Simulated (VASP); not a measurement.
# Ca3Y (I4/mmm) in VASP: notebook

The runs below take Ca3Y through single point, with LDA.

Everything below comes from runs of VASP 6.6.1. Logs are shortened: lines on timing, memory, paths and dates and some standing lists are left out, and cuts for length are marked.

## (1) The cell of the first run

The structure is tetragonal, space group I4/mmm (No. 139). Conventional cell: a = 5.483 Å, b = 5.483 Å, c = 11.115 Å, α = 90.00°, β = 90.00°, γ = 90.00°. Within 5.1 Å of Ca (site symmetry -4m2) lie 8 Ca at 3.88 to 3.90 Å and 4 Y at 3.90 Å. Within 5.1 Å of Ca (site symmetry 4/mmm) lie 4 Y at 3.88 Å and 8 Ca at 3.90 Å. Within 5.1 Å of Y (site symmetry 4/mmm) lie 12 Ca at 3.88 to 3.90 Å.

## (2) Single point, LDA

File INCAR:

```
SYSTEM = Ca3Y
PREC = Accurate
ENCUT = 520
EDIFF = 1E-7
ISMEAR = 1
SIGMA = 0.1
LREAL = .FALSE.
LASPH = .TRUE.
NELM = 60
ALGO = Normal
ISIF = 2
LWAVE = .FALSE.
LCHARG = .TRUE.
LELF = .TRUE.
LVHAR = .TRUE.
NBANDS = 28
```

File KPOINTS:

```
Automatic mesh
0
G
  6 6 6
  0 0 0
```

File POSCAR:

```
Ca3Y
1.0
   -2.7413175760      2.7413175760      5.5573927996
    2.7413175760     -2.7413175760      5.5573927996
    2.7413175760      2.7413175760     -5.5573927996
Ca Y
3 1
Direct
    0.7500000000      0.2500000000      0.5000000000
    0.2500000000      0.7500000000      0.5000000000
    0.5000000000      0.5000000000      0.0000000000
    0.0000000000      0.0000000000      0.0000000000
```

Potentials or basis: VASP PAW LDA potentials, release 64 (Ca_sv, Y_sv).

Run with:

```
$ cat potpaw_LDA.64/Ca_sv/POTCAR potpaw_LDA.64/Y_sv/POTCAR > POTCAR
$ mpirun -np 1 vasp_std > vasp.out
```

OUTCAR:

```text
SYSTEM = Ca3Y
   PREC = Accurate
   ENCUT = 520
   EDIFF = 1E-7
   ISMEAR = 1
   LREAL = .FALSE.
   LASPH = .TRUE.
   NELM = 60
   ISIF = 2

 ion  position               nearest neighbor table
   1  0.750  0.250  0.500-
   2  0.250  0.750  0.500-
   3  0.500  0.500  0.000-
   4  0.000  0.000  0.000-

  LATTYP: Found a body centered tetragonal cell.
 ALAT       =     5.4826351520
 C/A-ratio  =     2.0272706994

  Lattice vectors:

 A1 = (  -2.7413175760,   2.7413175760,   5.5573927996)
 A2 = (   2.7413175760,  -2.7413175760,   5.5573927996)
 A3 = (   2.7413175760,   2.7413175760,  -5.5573927996)

Analysis of symmetry for initial positions (statically):
=====================================================================
 Subroutine PRICEL returns:
 Original cell was already a primitive cell.

 Routine SETGRP: Setting up the symmetry group for a
 body centered tetragonal supercell.

 Subroutine GETGRP returns: Found 16 space group operations
 (whereof 16 operations were pure point group operations)
 out of a pool of 16 trial point group operations.

The static configuration has the point symmetry D_4h.

Analysis of symmetry for dynamics (positions and initial velocities):
=====================================================================
 Subroutine PRICEL returns:
 Original cell was already a primitive cell.

 Routine SETGRP: Setting up the symmetry group for a
 body centered tetragonal supercell.

 Subroutine GETGRP returns: Found 16 space group operations
 (whereof 16 operations were pure point group operations)
 out of a pool of 16 trial point group operations.

The dynamic configuration has the point symmetry D_4h.

 Subroutine INISYM returns: Found 16 space group operations
 (whereof 16 operations are pure point group operations),
 and found     1 'primitive' translations

----------------------------------------------------------------------------------------

                                     Primitive cell

  volume of cell :     167.0513

  direct lattice vectors                    reciprocal lattice vectors
    -2.741317576  2.741317576  5.557392800     0.000000000  0.182394045  0.089970246
     2.741317576 -2.741317576  5.557392800     0.182394045  0.000000000  0.089970246
     2.741317576  2.741317576 -5.557392800     0.182394045  0.182394045  0.000000000

  length of vectors
     6.776006112  6.776006112  6.776006112     0.203377070  0.203377070  0.257944131

  position of ions in fractional coordinates (direct lattice)
     0.750000000  0.250000000  0.500000000
     0.250000000  0.750000000  0.500000000
     0.500000000  0.500000000  0.000000000
     0.000000000  0.000000000  0.000000000

  ion indices of the primitive-cell ions
   primitive index   ion index
                 1           1
                 2           2
                 3           3
                 4           4

----------------------------------------------------------------------------------------

 KPOINTS: Automatic mesh

Automatic generation of k-mesh.
 Grid dimensions read from file:
 generate k-points for:    6    6    6

 Generating k-lattice:

  Cartesian coordinates                     Fractional coordinates (reciprocal lattice)
     0.000000000  0.030399007  0.014995041     0.166666667 -0.000000000  0.000000000
     0.030399007  0.000000000  0.014995041    -0.000000000  0.166666667  0.000000000
     0.030399007  0.030399007  0.000000000     0.000000000  0.000000000  0.166666667

  Length of vectors
     0.033896178  0.033896178  0.042990689

  Shift w.r.t. Gamma in fractional coordinates (k-lattice)
     0.000000000  0.000000000  0.000000000

 Subroutine IBZKPT returns following result:
 ===========================================

 Found     30 irreducible k-points:

 Following reciprocal coordinates:
            Coordinates               Weight
  0.000000  0.000000  0.000000      1.000000
  0.166667  0.000000 -0.000000      8.000000
  0.333333  0.000000  0.000000      8.000000
  0.500000  0.000000  0.000000      4.000000
  0.166667  0.166667  0.000000      8.000000
  0.333333  0.166667  0.000000     16.000000
[... 16 lines left out ...]
 -0.333333 -0.333333  0.166667      8.000000
 -0.166667 -0.333333  0.166667      8.000000
 [... further k-points ...]
   k-points           NKPTS =     30   k-points in BZ     NKDIM =     30   number of bands    NBANDS=     28
   number of dos      NEDOS =    301   number of ions     NIONS =      4
   total plane-waves  NPLWV = 125000
   dimension x,y,z NGX =    50 NGY =   50 NGZ =   50
   dimension x,y,z NGXF=   100 NGYF=  100 NGZF=  100
   ions per type =               3   1
   NGX,Y,Z   is equivalent  to a cutoff of  12.27, 12.27, 12.27 a.u.
   NGXF,Y,Z  is equivalent  to a cutoff of  24.53, 24.53, 24.53 a.u.
 SYSTEM =  Ca3Y
   PREC   = accura    normal or accurate (medium, high low for compatibility)
   ISTART =      0    job   : 0-new  1-cont  2-samecut
   ICHARG =      2    charge: 1-file 2-atom 10-const
   ISPIN  =      1    spin polarized calculation?
   LNONCOLLINEAR =      F non collinear calculations
   LSORBIT =      F    spin-orbit coupling
   LASPH  =      T    aspherical Exc in radial PAW
   ENCUT  =  520.0 eV  38.22 Ry    6.18 a.u.  12.60 12.60 12.60*2*pi/ulx,y,z
   NELM   =     60;   NELMIN=  2; NELMDL= -5     # of ELM steps
   EDIFF  = 0.1E-06   stopping-criterion for ELM
   LREAL  =      F    real-space projection
   EDIFFG = 0.1E-05   stopping-criterion for IOM
   NSW    =      0    number of steps for IOM
   IBRION =     -1    ionic relax: 0-MD 1-quasi-New 2-CG
   NFREE  =      0    steps in history (QN), initial steepest desc. (CG)
   ISIF   =      2    stress and relaxation
   ISYM   =      2    0-nonsym 1-usesym 2-fastsym
   POTIM  = 0.5000    time-step for ionic-motion
   TEBEG  =    0.0;   TEEND  =   0.0 temperature during run
   PSTRESS=    0.0 pullay stress
   NELECT =      41.0000    total number of electrons
   NUPDOWN=      -1.0000    fix difference up-down
   EMIN   =  10.00;   EMAX   =-10.00  energy-range for DOS
   EFERMI =   0.00;   METHOD = LEGACY
   ISMEAR =     1;   SIGMA  =   0.10  broadening in eV -4-tet -1-fermi 0-gaus
   EFERMI_NEDOS =   21; number of points for ismear=-14 and -15
   IALGO  =     38    algorithm
   IMIX   =      4    mixing-type and parameters
     AMIX     =   0.40;   BMIX     =  1.00
     AMIX_MAG =   1.60;   BMIX_MAG =  1.00
  volume/ion in A,a.u.               =      41.76       281.83
  Fermi-wavevector in a.u.,A,eV,Ry     =   1.024990  1.936950 14.294335  1.050604
  Thomas-Fermi vector in A             =   2.158806
   LORBIT       =      0    0 simple, 1 ext, 2 COOP (PROOUT), +10 PAW based schemes
   GGA     = CA    functional components
   LHFCALC =     F    Hartree Fock is set to
   AEXX    =    0.0000 exact exchange contribution
   IVDW    =     0    specifies the selected vdW correction
   LEPSILON=     F    determine dielectric tensor
   LRPA    =     F    only Hartree local field effects (RPA)
 non-spin polarized calculation
 Methfessel and Paxton  Order N= 1 SIGMA  =   0.10
  energy-cutoff  :      520.00
  volume of cell :      167.05
 maximum number of plane-waves:      4520
   NGX = 25   NGY = 25   NGZ = 25

 number of electron      40.9999998 magnetization

 Free energy of the ion-electron system (eV)
  ---------------------------------------------------
  ext. energy  EPLUGINS =         0.00000000
  ---------------------------------------------------
  free energy    TOTEN  =       -12.74747087 eV

  energy without entropy =      -12.75570514  energy(sigma->0) =      -12.75021563

 E-fermi :   1.8219     XC(G=0):  -8.1916

 val. band max:        1.8115665263   @ k =   0.5000   0.5000   0.0000
 cond. band min:       1.8284259690   @ k =   0.3333   0.3333   0.0000
 fundamental gap:      0.0168594427
 Fermi energy:         1.8218524468

 k-point     1 :       0.0000    0.0000    0.0000
  band No.  band energies     occupation
      1     -41.7608      2.00000
      2     -39.5874      2.00000
      3     -39.5741      2.00000
      4     -39.5654      2.00000
      5     -21.8126      2.00000
      6     -21.8107      2.00000
[... 20 lines left out ...]
     27       3.8391      0.00000
     28       3.9212      0.00000

 k-point     2 :       0.1667    0.0000   -0.0000
  band No.  band energies     occupation
      1     -41.7607      2.00000
      2     -39.5863      2.00000
      3     -39.5748      2.00000
      4     -39.5657      2.00000
      5     -21.8122      2.00000
      6     -21.8110      2.00000
[... 20 lines left out ...]
     27       3.6967     -0.00000
     28       3.9514      0.00000

 k-point     3 :       0.3333    0.0000    0.0000
  band No.  band energies     occupation
      1     -41.7607      2.00000
      2     -39.5835      2.00000
      3     -39.5768      2.00000
      4     -39.5665      2.00000
      5     -21.8120      2.00000
      6     -21.8108      2.00000
[... 20 lines left out ...]
     27       3.2838     -0.00000
     28       4.0216      0.00000

 k-point     4 :       0.5000    0.0000    0.0000
  band No.  band energies     occupation
      1     -41.7607      2.00000
      2     -39.5805      2.00000
      3     -39.5795      2.00000
      4     -39.5669      2.00000
      5     -21.8122      2.00000
      6     -21.8104      2.00000
[... 20 lines left out ...]
     27       3.0678     -0.00000
     28       3.8281      0.00000

 k-point     5 :       0.1667    0.1667    0.0000
  band No.  band energies     occupation
      1     -41.7607      2.00000
      2     -39.5851      2.00000
      3     -39.5754      2.00000
      4     -39.5663      2.00000
      5     -21.8121      2.00000
      6     -21.8116      2.00000
[... 20 lines left out ...]
     27       3.4499     -0.00000
     28       3.9978      0.00000

 k-point     6 :       0.3333    0.1667    0.0000
  band No.  band energies     occupation
      1     -41.7607      2.00000
      2     -39.5826      2.00000
      3     -39.5772      2.00000
      4     -39.5670      2.00000
      5     -21.8126      2.00000
      6     -21.8111      2.00000
[... 463 lines left out ...]
      5     -21.8123      2.00000
      6     -21.8108      2.00000
[... 20 lines left out ...]
     27       3.2625     -0.00000
     28       3.7310     -0.00000

 k-point    22 :      -0.1667    0.5000    0.1667
  band No.  band energies     occupation
      1     -41.7607      2.00000
      2     -39.5827      2.00000
      3     -39.5770      2.00000
      4     -39.5671      2.00000
      5     -21.8119      2.00000
      6     -21.8102      2.00000
[... 20 lines left out ...]
     27       3.0907     -0.00000
     28       3.7522     -0.00000

 k-point    23 :      -0.3333   -0.3333    0.1667
  band No.  band energies     occupation
      1     -41.7607      2.00000
      2     -39.5841      2.00000
      3     -39.5754      2.00000
      4     -39.5673      2.00000
      5     -21.8121      2.00000
      6     -21.8108      2.00000
[... 20 lines left out ...]
     27       3.2012     -0.00000
     28       3.9704      0.00000

 k-point    24 :      -0.1667   -0.3333    0.1667
  band No.  band energies     occupation
      1     -41.7607      2.00000
      2     -39.5854      2.00000
      3     -39.5748      2.00000
      4     -39.5666      2.00000
      5     -21.8116      2.00000
      6     -21.8107      2.00000
[... 20 lines left out ...]
     27       3.4173     -0.00000
     28       3.9928      0.00000

 [... further k-points ...]

------------------------ aborting loop because EDIFF is reached ----------------------------------------

  FORCE on cell =-STRESS in cart. coord.  units (eV):
  Direction    XX          YY          ZZ          XY          YZ          ZX
  --------------------------------------------------------------------------------------
  -------------------------------------------------------------------------------------
  Total       -3.1153085     -3.1153085     -3.3192541      0.0000000     -0.0000000      0.0000000
  in kB      -29.8787112    -29.8787112    -31.8347388      0.0000000     -0.0000000      0.0000000
  external PRESSURE =     -30.5307204 kB  Pullay stress =       0.0000000 kB

 VOLUME and BASIS-vectors are now :
 -----------------------------------------------------------------------------
  energy-cutoff  :      520.00
  volume of cell :      167.05
      direct lattice vectors                 reciprocal lattice vectors
    -2.741317576  2.741317576  5.557392800     0.000000000  0.182394045  0.089970246
     2.741317576 -2.741317576  5.557392800     0.182394045  0.000000000  0.089970246
     2.741317576  2.741317576 -5.557392800     0.182394045  0.182394045  0.000000000

 POSITION                                       TOTAL-FORCE (eV/Angst)
 -----------------------------------------------------------------------------------
      0.00000      2.74132      2.77870        -0.000000      0.000000      0.000000
      2.74132      0.00000      2.77870         0.000000     -0.000000      0.000000
      0.00000      0.00000      5.55739        -0.000000      0.000000     -0.000000
      0.00000      0.00000      0.00000        -0.000000      0.000000     -0.000000
 -----------------------------------------------------------------------------------
    total drift:                               -0.000000      0.000000     -0.000000

  FREE ENERGIE OF THE ION-ELECTRON SYSTEM (eV)
  ---------------------------------------------------
  free  energy   TOTEN  =       -12.7474708713 eV

  energy  without entropy=      -12.7557051359  energy(sigma->0) =      -12.75021563
```

Wall time 7.2 min (1 thread of Oxide Virtual Turin-like, shared host); peak memory 0.33 GiB.

Results:

* Free energy: -12.7475 eV
* Pressure: -3.1 GPa
* Band gap on the k mesh: zero (an odd number of electrons rules out a gap without spin polarisation)

Stress tensor (GPa, compression positive):
```
-2.99  0.00  0.00
 0.00 -2.99  0.00
 0.00  0.00 -3.18
```

Caveat: the cell stands under tension.

## (3) Single point, LDA

This run uses another cell than the first one, of 42.82 Å³/atom.

File INCAR:

```
SYSTEM = Ca3Y
PREC = Accurate
ENCUT = 520
EDIFF = 1E-6
ISMEAR = 1
SIGMA = 0.1
LREAL = .FALSE.
LASPH = .TRUE.
NELM = 60
ALGO = Normal
ISIF = 2
LWAVE = .FALSE.
LCHARG = .FALSE.
NBANDS = 28
```

File KPOINTS:

```
regular mesh
0
G
  6 6 6
  0 0 0
```

File POSCAR:

```
Ca3Y
1.0
   -2.7642585386      2.7642585386      5.6039003409
    2.7642585386     -2.7642585386      5.6039003409
    2.7642585386      2.7642585386     -5.6039003409
Ca Y
3 1
Direct
    0.7500000000      0.2500000000      0.5000000000
    0.2500000000      0.7500000000      0.5000000000
    0.5000000000      0.5000000000      0.0000000000
    0.0000000000      0.0000000000      0.0000000000
```

Potentials or basis: VASP PAW LDA potentials, release 64 (Ca_sv, Y_sv).

Run with:

```
$ cat potpaw_LDA.64/Ca_sv/POTCAR potpaw_LDA.64/Y_sv/POTCAR > POTCAR
$ mpirun -np 1 vasp_std > vasp.out
```

Wall time 7.6 min (1 thread of Oxide Virtual Turin-like, shared host); peak memory 0.35 GiB.

It converged, with:

* Free energy: -12.6630 eV
* Pressure: -3.4 GPa
* Band gap on the k mesh: zero (an odd number of electrons rules out a gap without spin polarisation)

Stress tensor (GPa, compression positive):
```
-3.32  0.00  0.00
 0.00 -3.32  0.00
 0.00  0.00 -3.51
```

Levels at points of the mesh, in eV from the Fermi level:
| k point | band 17 | band 18 | band 19 | band 20 | band 21 | band 22 | band 23 | band 24 |
| --- | --- | --- | --- | --- | --- | --- | --- | --- |
| (0.00, 0.00, 0.00) | -4.07 | -0.77 | -0.30 | 0.12 | 0.19 | 0.19 | 0.25 | 0.76 |
| (0.50, 0.00, 0.00) | -2.52 | -2.26 | -0.68 | -0.34 | 0.16 | 0.26 | 0.47 | 0.83 |
| (0.50, 0.50, 0.00) | -1.68 | -1.41 | -1.26 | -1.25 | -0.06 | -0.03 | 0.30 | 0.74 |
| (0.50, 0.50, 0.50) | -2.85 | -2.61 | -0.82 | -0.64 | 0.10 | 0.10 | 0.53 | 1.08 |

Caveat: the cell stands under tension.

The gap in the log of VASP goes by the Fermi energy; the results here count the filled bands.